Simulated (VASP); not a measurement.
# TiO2 (P1) in VASP: a series of runs, part 2 of 2

VASP 6.6.1. The steps go on from the part before.

## Step 3: Single point, PBE

The input, INCAR:

```
PREC = Accurate
ENCUT = 520
EDIFF = 1E-7
ISMEAR = -1
SIGMA = 0.36
LREAL = F
LASPH = T
NELM = 100
ALGO = Normal
ISIF = 2
LWAVE = F
LCHARG = F
GGA = PE
NBANDS = 60
```

The input, KPOINTS:

```
Automatic mesh
0
Gamma
  3 3 3
```

The input, POSCAR:

```
TiO2
1.0
    4.8078470000      0.0000000000      0.0000000000
    0.0000000000      5.0802470000      0.0000000000
   -0.7419730000      0.0000000000      4.9060680000
Ti O
4 8
Direct
    0.1781329055      0.1205453199      0.2524832514
    0.6593195677      0.5977268428      0.3459797133
    0.5809745336      0.9969003476      0.8752834245
    0.2330320520      0.5135183388      0.7888190706
   -0.0821248736      0.3167562522      0.4166676858
    0.8618014121      0.8513168749      0.2209101056
    0.7943443954      0.7176225880      0.6599786224
   -0.0236870296      0.1981202882      0.8900814257
    0.2721048605      0.7976974348      0.5135477128
    0.4625367780      0.3167956204      0.0331630136
    0.4295309844      0.3589589246      0.5408812108
    0.3650025891      0.7583095861      1.0517587608
```

Potentials or basis: VASP PAW PBE potentials, release 64 (Ti_sv, O).

The run is started by

```sh
cat potpaw_PBE.64/Ti_sv/POTCAR potpaw_PBE.64/O/POTCAR > POTCAR
mpirun -np 1 vasp_std > vasp.out
```

OUTCAR:

```text
PREC = Accurate
   ENCUT = 520
   EDIFF = 1E-7
   ISMEAR = -1
   LREAL = F
   LASPH = T
   NELM = 100
   ISIF = 2
   GGA = PE

 ion  position               nearest neighbor table
   1  0.178  0.121  0.252-   5 1.88   8 1.95   6 2.03   9 2.10  11 2.11  10 2.12  12 2.34
   2  0.659  0.598  0.346-   7 1.71   6 1.78   5 1.89  11 1.99  12 2.04  10 2.21   9 2.38
   3  0.581  0.997  0.875-  12 1.89  10 1.93   7 2.13   6 2.15   8 2.15   9 2.38
   4  0.233  0.514  0.789-  10 1.81  11 1.84  12 1.84   9 2.02   8 2.13   7 2.35   5 2.42
   5  0.918  0.317  0.417-   1 1.88   2 1.89   4 2.42
   6  0.862  0.851  0.221-   2 1.78   1 2.03   3 2.15
   7  0.794  0.718  0.660-   2 1.71   3 2.13   4 2.35
   8  0.976  0.198  0.890-   1 1.95   4 2.13   3 2.15
   9  0.272  0.798  0.514-   4 2.02   1 2.10   2 2.38   3 2.38
  10  0.463  0.317  0.033-   4 1.81   3 1.93   1 2.12   2 2.21
  11  0.430  0.359  0.541-   4 1.84   2 1.99   1 2.11
  12  0.365  0.758  0.052-   4 1.84   3 1.89   2 2.04   1 2.34

  LATTYP: Found a simple monoclinic cell.
 ALAT       =     4.8078470000
 B/A-ratio  =     1.0566573770
 C/A-ratio  =     1.0320330968
 COS(beta)  =    -0.1495353385

  Lattice vectors:

 A1 = (   4.8078470000,   0.0000000000,   0.0000000000)
 A2 = (   0.0000000000,   5.0802470000,   0.0000000000)
 A3 = (  -0.7419730000,   0.0000000000,   4.9060680000)

Analysis of symmetry for initial positions (statically):
=====================================================================
 Subroutine PRICEL returns:
 Original cell was already a primitive cell.

 Routine SETGRP: Setting up the symmetry group for a
 simple monoclinic supercell.

 Subroutine GETGRP returns: Found  1 space group operations
 (whereof  1 operations were pure point group operations)
 out of a pool of  4 trial point group operations.

[... 147 lines left out ...]
   LORBIT       =      0    0 simple, 1 ext, 2 COOP (PROOUT), +10 PAW based schemes
   GGA     = PE    functional components
   LHFCALC =     F    Hartree Fock is set to
   AEXX    =    0.0000 exact exchange contribution
   IVDW    =     0    specifies the selected vdW correction
   LEPSILON=     F    determine dielectric tensor
   LRPA    =     F    only Hartree local field effects (RPA)
 non-spin polarized calculation
  energy-cutoff  :      520.00
  volume of cell :      119.83
 maximum number of plane-waves:      3246
   NGX = 17   NGY = 19   NGZ = 19

 number of electron      95.9999997 magnetization

 Free energy of the ion-electron system (eV)
  ---------------------------------------------------
  ext. energy  EPLUGINS =         0.00000000
  ---------------------------------------------------
  free energy    TOTEN  =      -102.49036875 eV

  energy without entropy =     -101.75365100  energy(sigma->0) =     -102.12200988

 E-fermi :   6.4837     XC(G=0): -11.6824

 val. band max:        5.5914021596   @ k =   0.0000   0.0000   0.0000
 cond. band min:       7.3668217919   @ k =   0.0000   0.0000   0.0000
 fundamental gap:      1.7754196324
 Fermi energy:         6.4836993953

 k-point     1 :       0.0000    0.0000    0.0000
  band No.  band energies     occupation
      1     -51.7308      2.00000
      2     -51.2796      2.00000
      3     -51.2270      2.00000
      4     -50.5080      2.00000
      5     -28.0700      2.00000
      6     -28.0422      2.00000
[... 871 lines left out ...]
     59       9.5584      0.00039
     60       9.8491      0.00017

------------------------ aborting loop because EDIFF is reached ----------------------------------------

  FORCE on cell =-STRESS in cart. coord.  units (eV):
  Direction    XX          YY          ZZ          XY          YZ          ZX
  --------------------------------------------------------------------------------------
  -------------------------------------------------------------------------------------
  Total        8.4036789      4.5751864     13.6522779      0.5721233      1.4417365     -1.5741070
  in kB      112.3598120     61.1716714    182.5352189      7.6494674     19.2764670    -21.0463026
  external PRESSURE =     118.6889008 kB  Pullay stress =       0.0000000 kB

 VOLUME and BASIS-vectors are now :
 -----------------------------------------------------------------------------
  energy-cutoff  :      520.00
  volume of cell :      119.83
      direct lattice vectors                 reciprocal lattice vectors
     4.807847000  0.000000000  0.000000000     0.207993308  0.000000000  0.031456029
     0.000000000  5.080247000  0.000000000     0.000000000  0.196840823  0.000000000
    -0.741973000  0.000000000  4.906068000     0.000000000  0.000000000  0.203829217

 POSITION                                       TOTAL-FORCE (eV/Angst)
 -----------------------------------------------------------------------------------
      0.66910      0.61240      1.23870        -2.571029     -0.393772      1.441948
      2.91320      3.03660      1.69740        -1.042089     -1.539292     -0.530972
      2.14380      5.06450      4.29420         3.593624     -0.464540     -2.209040
      0.53510      2.60880      3.87000        -4.940691     -0.089739     -4.579552
      4.10385      1.60920      2.04420         1.519710      0.068002     -1.199821
      3.97950      4.32490      1.08380         0.111959      2.084162     -3.562583
      3.32940      3.64570      3.23790         0.393014      1.651291      5.088236
      4.03355      1.00650      4.36680         0.005283      0.234472      1.243654
      0.92720      4.05250      2.51950         1.931273      2.332557      1.904482
      2.19920      1.60940      0.16270         1.210737     -2.546800      2.424558
      1.66380      1.82360      2.65360         0.020790     -3.651996     -0.195848
      1.71647      3.85240      0.25393        -0.232583      2.315655      0.174937
 -----------------------------------------------------------------------------------
    total drift:                                0.000017      0.000965     -0.000263

  FREE ENERGIE OF THE ION-ELECTRON SYSTEM (eV)
  ---------------------------------------------------
  free  energy   TOTEN  =      -102.4903687538 eV

  energy  without entropy=     -101.7536509968  energy(sigma->0) =     -102.12200988
```

Wall time 2.4 min (1 thread of Intel Xeon Platinum 8488C (Sapphire Rapids), shared host); peak memory 0.26 GiB.

What came out:

```
Free energy            : -102.4904 eV
Pressure               : 11.9 GPa
Largest force          : 6.737 eV/Å
Band gap on the k mesh : 1.78 eV, direct
```

Forces in eV/Å, atoms in the order of the input:
```
Ti  -2.571 -0.394  1.442
Ti  -1.042 -1.539 -0.531
Ti   3.594 -0.465 -2.209
Ti  -4.941 -0.090 -4.580
O    1.520  0.068 -1.200
O    0.112  2.084 -3.563
O    0.393  1.651  5.088
O    0.005  0.234  1.244
O    1.931  2.333  1.904
O    1.211 -2.547  2.425
O    0.021 -3.652 -0.196
O   -0.233  2.316  0.175
```

Caveat: the k points lie up to 0.44 Å⁻¹ apart; forces of over 1 eV/Å act on the atoms, so gaps and moduli don't describe the material at rest.
